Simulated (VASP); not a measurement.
Input of a VASP 6.6.1 run:

File INCAR:

```
ALGO = Normal
EDIFF = 1E-6
ENCUT = 500
GGA = CA
GGA_COMPAT = False
ISIF = 2
ISMEAR = 0
LASPH = True
LCHARG = False
LREAL = False
LWAVE = False
NBANDS = 40
NELM = 120
PREC = Accurate
SIGMA = 0.15
```

Contents of KPOINTS:

```
k-points
0
Gamma
  5 5 2
```

Contents of POSCAR:

```
TiGeSb
1.0
    3.7022000000      0.0000000000      0.0000000000
    0.0000000000      3.7022000000      0.0000000000
    0.0000000000      0.0000000000      8.2137000000
Ti Ge Sb
2 2 2
Direct
    0.5000000000      0.0000000000      0.2487500000
    1.0000000000      0.5000000000      0.7512500000
    1.0000000000      0.0000000000      0.0000000000
    0.5000000000      0.5000000000      0.0000000000
    0.5000000000      0.0000000000      0.6155600000
    1.0000000000      0.5000000000      0.3844400000
```

Potentials or basis: VASP PAW LDA potentials, release 64 (Ti_sv, Ge_d, Sb).

Command:

```bash
$ cat potpaw_LDA.64/Ti_sv/POTCAR potpaw_LDA.64/Ge_d/POTCAR potpaw_LDA.64/Sb/POTCAR > POTCAR
$ mpirun -np 1 vasp_std > vasp.out
```

Task: Estimate the band gap on the k mesh.

Result: Zero (bands 31 and 32 overlap by 1.96 eV).

Task: What does it give for the pressure?

Result: -5.0 GPa.

Task: Estimate the largest force.

Result: 0.228 eV/Å.

Forces in eV/Å, atoms in the order of the input:
```
Ti   0.000  0.000 -0.228
Ti   0.000  0.000  0.228
Ge   0.000  0.000  0.000
Ge   0.000  0.000  0.000
Sb   0.000  0.000  0.082
Sb   0.000  0.000 -0.082
```

Caveat: the k points lie up to 0.38 Å⁻¹ apart, too coarse for converged energies and pressures of a metal; spin-orbit coupling is left out, which moves the levels of the heavy elements.
